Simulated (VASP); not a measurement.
MgSi: single point with PBEsol

Crystal: MgSi.

```
Mg Si
1.0
     2.96544    0.00000    0.00000
     0.00000    2.96544    0.00000
     0.00000    0.00000    4.18391
Mg Si
1 1
Direct
  0.00000 0.00000 0.00000
  0.50000 0.50000 0.50000
```

```
Program                : VASP 6.6.1
Task                   : single point
Functional             : PBEsol
Potentials or basis    : VASP PAW PBE potentials, release 64 (Mg, Si)
Cutoff                 : 520 eV
k mesh                 : 10 × 10 × 7
Occupations            : fermi-dirac, width 0.1 eV
Spin                   : no spin polarisation
Dipole correction      : no
Further INCAR settings : ALGO = Normal; EDIFF = 1e-06; NBANDS = 10
```

- Pressure: -4.6 GPa
- Band gap on the k mesh: zero (band 3 reaches 10.11 eV, above the bottom of band 4 at 4.21 eV)

Stress tensor (GPa, compression positive):
```
-3.63  0.00  0.00
 0.00 -3.63  0.00
 0.00  0.00 -6.43
```

Levels at points of the mesh, in eV from the Fermi level:
| k point | band 1 | band 2 | band 3 | band 4 | band 5 | band 6 |
| --- | --- | --- | --- | --- | --- | --- |
| (0.00, 0.00, 0.00) | -10.85 | -2.65 | -0.95 | 4.14 | 4.14 | 5.46 |
| (0.50, 0.00, 0.00) | -7.69 | -5.57 | -0.05 | 2.40 | 2.92 | 3.93 |
| (0.50, 0.50, 0.00) | -4.43 | -2.89 | -2.89 | 0.50 | 2.62 | 5.58 |

Run time: 15 s on 1 thread of Intel(R) Xeon(R) 6975P-C (Granite Rapids) (shared host), peak memory 0.17 GiB.

Caveat: the PAW data sets were made with another functional, which shifts forces and pressure a little.
